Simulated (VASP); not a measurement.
Write the native input for VASP 6.6.1 that does the following.

- Task: electric field gradients
- Functional: PBE
- Potentials or basis: VASP PAW PBE potentials, release 64 (Re, P)
- Cutoff: 520 eV
- k mesh: 12 × 12 × 7
- Occupations: fermi-dirac, width 0.08 eV
- Spin: no spin polarisation
- Dipole correction: no
- Further INCAR settings: ALGO = Normal; EDIFF = 1e-08; NBANDS = 16

The structure of ReP2 (CdI2 type) lies in POSCAR:

```
ReP2
1.0
    3.0882765819      0.0000000000      0.0000000000
   -1.5441382909      2.6745259738      0.0000000000
    0.0000000000      0.0000000000      5.1501274434
Re P
1 2
Direct
    0.0000000000      0.0000000000      0.0000000000
    0.3333333333      0.6666666667      0.3253328333
    0.6666666667      0.3333333333      0.6746671667
```

One way to write it, as run:

INCAR

```
SYSTEM = ReP2
PREC = Accurate
ENCUT = 520
EDIFF = 1E-8
ISMEAR = -1
SIGMA = 0.08
LREAL = .FALSE.
LASPH = .TRUE.
NELM = 80
ALGO = Normal
ISIF = 2
LWAVE = .FALSE.
LCHARG = .FALSE.
GGA = PE
LEFG = .TRUE.
NBANDS = 16
```

KPOINTS

```
Automatic mesh
0
G
  12 12 7
  0 0 0
```

Potentials or basis: VASP PAW PBE potentials, release 64 (Re, P).

The run is started by

```sh
$ cat potpaw_PBE.64/Re/POTCAR potpaw_PBE.64/P/POTCAR > POTCAR
$ mpirun -np 1 vasp_std > vasp.out
```

Results of the run:

```yaml
Pressure: 0.3 GPa
Largest_force: 0.058 eV/Å
```

Caveat: without QUAD_EFG the Cq values of the log hold for a quadrupole moment of 1 mb, not for the nuclei.

It took 32 s on 1 thread of Intel(R) Xeon(R) 6975P-C (Granite Rapids), with other jobs on the host, peak memory 0.21 GiB.
